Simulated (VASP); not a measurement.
Write the native input for VASP 6.6.1 that does the following.

```
Task                   : single point
Functional             : PBE
Potentials or basis    : VASP PAW PBE potentials, release 64 (Ge_d, Sb, Te)
Cutoff                 : 520 eV
k mesh                 : 9 × 9 × 2
Occupations            : gaussian, width 0.03 eV
Spin                   : no spin polarisation
Dipole correction      : no
Further INCAR settings : ALGO = Normal; EDIFF = 1e-06; NBANDS = 44
```

The structure of Ge2Sb2Te5 lies in POSCAR:

```
Ge2Sb2Te5
1.0
    4.2639992940      0.0000000000      0.0000000000
   -2.1319996470      3.6927317103      0.0000000000
    0.0000000000      0.0000000000     17.4837000000
Ge Sb Te
2 2 5
Direct
    0.0000000000      0.0000000000      0.3314713560
    0.0000000000      0.0000000000      0.6685286440
    0.3333333333      0.6666666667      0.1121550832
    0.6666666667      0.3333333333      0.8878449168
    0.0000000000      0.0000000000      0.0000000000
    0.3333333333      0.6666666667      0.7913602895
    0.6666666667      0.3333333333      0.2086397105
    0.3333333333      0.6666666667      0.4097504733
    0.6666666667      0.3333333333      0.5902495267
```

One way to write it, as run:

INCAR

```
  PREC = Accurate
  ENCUT = 520
  EDIFF = 1E-6
  ISMEAR = 0
  SIGMA = 0.03
  LREAL = F
  LASPH = T
  NELM = 80
  ALGO = Normal
  ISIF = 2
  LWAVE = F
  LCHARG = F
  GGA = PE
  NBANDS = 44
```

KPOINTS

```
Automatic mesh
0
Gamma
  9 9 2
```

Potentials or basis: VASP PAW PBE potentials, release 64 (Ge_d, Sb, Te).

Command:

```console
$ cat potpaw_PBE.64/Ge_d/POTCAR potpaw_PBE.64/Sb/POTCAR potpaw_PBE.64/Te/POTCAR > POTCAR
$ mpirun -np 1 vasp_std > vasp.out
```

It gave:

```json
{"Pressure": "1.6 GPa", "Largest force": "0.298 eV/Å", "Band gap on the k mesh": "0.15 eV (least direct gap 0.26 eV)"}
```

Caveat: spin-orbit coupling is left out, which moves the levels of the heavy elements; an odd mesh through Γ misses points on the zone boundary, where band edges can lie; this functional lacks dispersion, which binds the layers, so the pressure and a relaxed spacing across them are unreliable.

It took 2.7 min on 1 thread of Intel(R) Xeon(R) 6975P-C (Granite Rapids) (shared host), peak memory 0.53 GiB.
